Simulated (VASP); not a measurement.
Set up this calculation in VASP 6.6.1, as the native input.

```
Task                   : single point
Functional             : PBEsol
Potentials or basis    : VASP PAW PBE potentials, release 64 (Hf_pv, Si)
Cutoff                 : 520 eV
k mesh                 : 10 × 10 × 10
Occupations            : gaussian, width 0.1 eV
Spin                   : no spin polarisation
Dipole correction      : no
Further INCAR settings : ALGO = Fast; EDIFF = 1e-06; NBANDS = 33
```

The structure of Hf2Si lies in POSCAR:

```
Hf2Si
1.0
   -3.2553259384      3.2553259384      2.5716076326
    3.2553259384     -3.2553259384      2.5716076326
    3.2553259384      3.2553259384     -2.5716076326
Hf Si
4 2
Direct
    0.8432528485      0.6567471515      0.5000000000
    0.3432528485      0.8432528485      0.1865056971
    0.1567471515      0.3432528485      0.5000000000
    0.6567471515      0.1567471515      0.8134943029
    0.7500000000      0.7500000000      0.0000000000
    0.2500000000      0.2500000000      0.0000000000
```

These files were run (other wordings do the same):

INCAR

```
ALGO     = Fast           # electronic algorithm
EDIFF    = 1E-6           # SCF threshold, eV
ENCUT    = 520            # plane-wave cutoff, eV
GGA      = PS             # functional
ISIF     = 2              # what is computed and relaxed
ISMEAR   = 0              # smearing method
LASPH    = T              # aspherical terms in the spheres
LCHARG   = F              # write CHGCAR
LREAL    = F              # projectors in reciprocal space
LWAVE    = F              # write WAVECAR
NBANDS   = 33             # bands
NELM     = 60             # most SCF steps
PREC     = Accurate       # precision mode
SIGMA    = 0.1            # smearing width, eV
```

KPOINTS

```
k-points
0
Gamma
  10 10 10
```

Potentials or basis: VASP PAW PBE potentials, release 64 (Hf_pv, Si).

Launch:

```sh
$ cat potpaw_PBE.64/Hf_pv/POTCAR potpaw_PBE.64/Si/POTCAR > POTCAR
$ mpirun -np 1 vasp_std > vasp.out
```

Results of the run:

- Pressure: -0.2 GPa
- Largest force: 0.010 eV/Å
- Band gap on the k mesh: zero (bands 24 and 25 overlap by 0.81 eV)

Caveat: the PAW data sets were made with another functional, which shifts forces and pressure a little; spin-orbit coupling is left out, which moves the levels of the heavy elements.

Wall time 7.3 min on 1 thread of Intel Xeon 8259CL, on a shared host, peak memory 0.44 GiB.
